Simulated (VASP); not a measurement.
Wanted: the native input for a VASP 6.6.1 run.

```yaml
Task: relaxation of cell and atoms
Functional: LDA
Potentials_or_basis: VASP PAW LDA potentials, release 64 (In_d)
Cutoff: 600 eV
k_mesh: 15 × 15 × 15
Occupations: fermi-dirac, width 0.05 eV
Spin: no spin polarisation
Target_pressure: 5 GPa
Dipole_correction: no
Further_INCAR_settings: ALGO = Normal; EDIFF = 1e-07; IBRION = 2; EDIFFG = -0.005; NSW = 60; ISIF = 3
```

The structure of In lies in POSCAR:

```
In
1.0
   -1.7873865451      1.7873865451      1.7873865451
    1.7873865451     -1.7873865451      1.7873865451
    1.7873865451      1.7873865451     -1.7873865451
In
1
Direct
    0.0000000000      0.0000000000      0.0000000000
```

This isn't the form of In at room conditions, which is tetragonal.

The input as run:

INCAR

```
SYSTEM = In
PREC = Accurate
ENCUT = 600
EDIFF = 1E-7
ISMEAR = -1
SIGMA = 0.05
LREAL = .False.
LASPH = .True.
NELM = 100
ALGO = Normal
ISIF = 3
LWAVE = .False.
LCHARG = .False.
GGA = CA
IBRION = 2
NSW = 60
EDIFFG = -0.005
PSTRESS = 50.0
```

KPOINTS

```
regular mesh
0
Gamma
  15 15 15
  0 0 0
```

Potentials or basis: VASP PAW LDA potentials, release 64 (In_d).

The run is started by

```sh
$ cat potpaw_LDA.64/In_d/POTCAR > POTCAR
$ mpirun -np 1 vasp_std > vasp.out
```

It gave:

* Relaxed volume: 22.88 Å³/atom
* Relaxed cell: a = 3.097 Å, b = 3.097 Å, c = 3.097 Å, α = 109.47°, β = 109.47°, γ = 109.47°
* Space group after relaxing (to 0.1 Å): Im-3m (No. 229)
* Energy change on relaxing (the run minimises the enthalpy): -1.2 meV/atom
* Ionic steps: 3
* Pressure after relaxing: 5.0 GPa
* Band gap on the k mesh: zero (an odd number of electrons rules out a gap without spin polarisation)

Caveat: the cell is relaxed towards a set pressure, so the run minimises the enthalpy, not the energy; spin-orbit coupling is left out, which moves the levels of the heavy elements.

Run time: 100 s on 1 thread of Intel Xeon 8259CL (shared host), peak memory 0.17 GiB.
